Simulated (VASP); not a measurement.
Sc: single point with r2SCAN

Crystal: Sc.

```xyz
1
Lattice="0.0000 2.3250 2.3250 2.3250 0.0000 2.3250 2.3250 2.3250 0.0000" Properties=species:S:1:pos:R:3 pbc="T T T"
Sc    0.0000    0.0000    0.0000
```

This isn't the form of Sc at room conditions, which is hcp.

| Quantity | Value |
| --- | --- |
| Program | VASP 6.6.1 |
| Task | single point |
| Functional | r2SCAN |
| Potentials or basis | VASP PAW PBE potentials, release 64 (Sc_sv) |
| Cutoff | 550 eV |
| k mesh | 10 × 10 × 10 |
| Occupations | gaussian, width 0.1 eV |
| Spin | no spin polarisation |
| Dipole correction | no |
| Further INCAR settings | ALGO = Normal; EDIFF = 1e-06; NBANDS = 12 |

| Quantity | Value |
| --- | --- |
| Pressure | 0.2 GPa |
| Band gap on the k mesh | zero (an odd number of electrons rules out a gap without spin polarisation) |

Levels at points of the mesh, in eV from the Fermi level:
```
           k point  band 2  band 3  band 4  band 5  band 6  band 7  band 8  band 9
(0.00, 0.00, 0.00)  -29.05  -29.05  -29.05   -5.53    1.78    1.78    1.78    3.20
(0.50, 0.00, 0.00)  -29.43  -29.10  -29.10   -1.80    0.02    1.66    1.66    4.07
(0.50, 0.50, 0.00)  -29.41  -29.19  -29.19   -1.53   -0.55    1.81    4.08    4.29
```

Run time: 48 s on 1 thread of Intel(R) Xeon(R) 6975P-C (Granite Rapids), with other jobs on the host, peak memory 0.16 GiB.

Caveat: the PAW data sets were made with another functional, which shifts forces and pressure a little.
